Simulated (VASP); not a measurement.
NbB2, 3 atoms in the cell. It takes space group P6/mmm (No. 191, hexagonal). Conventional cell: a = 3.072 Å, b = 3.072 Å, c = 3.287 Å, α = 90.00°, β = 90.00°, γ = 120.00°. Nb (site symmetry 6/mmm) has 12 B at 2.42 Å and 8 Nb at 3.07 to 3.29 Å within 3.3 Å. B (site symmetry -6m2) has 3 B at 1.77 Å and 6 Nb at 2.42 Å within 2.5 Å. 

| Quantity | Value |
| --- | --- |
| Program | VASP 6.6.1 |
| Task | relaxation of shape and atoms at fixed volume |
| Functional | r2SCAN |
| Potentials or basis | VASP PAW PBE potentials, release 64 (Nb_sv, B) |
| Cutoff | 600 eV |
| k mesh | 18 × 18 × 12 |
| Occupations | gaussian, width 0.1 eV |
| Spin | no spin polarisation |
| Dipole correction | no |
| Further INCAR settings | ALGO = Normal; EDIFF = 1e-07; IBRION = 2; EDIFFG = -0.01; NSW = 50; ISIF = 4 |

Potentials or basis: VASP PAW PBE potentials, release 64 (Nb_sv, B).

Launch:

```sh
$ cat potpaw_PBE.64/Nb_sv/POTCAR potpaw_PBE.64/B/POTCAR > POTCAR
$ cp INCAR.step1 INCAR
$ mpirun -np 1 vasp_std > vasp.out
$ cp INCAR.step2 INCAR
$ mpirun -np 1 vasp_std > vasp.out
```

Hardware: 1 thread of Intel(R) Xeon(R) 6975P-C (Granite Rapids), with other jobs on the host.

**Question.** How long does it take, and how much memory?

**Answer.** It took 8.4 min on 1 thread of Intel(R) Xeon(R) 6975P-C (Granite Rapids) (shared host), peak memory 0.26 GiB. Counts: k points 259, ion steps 2.
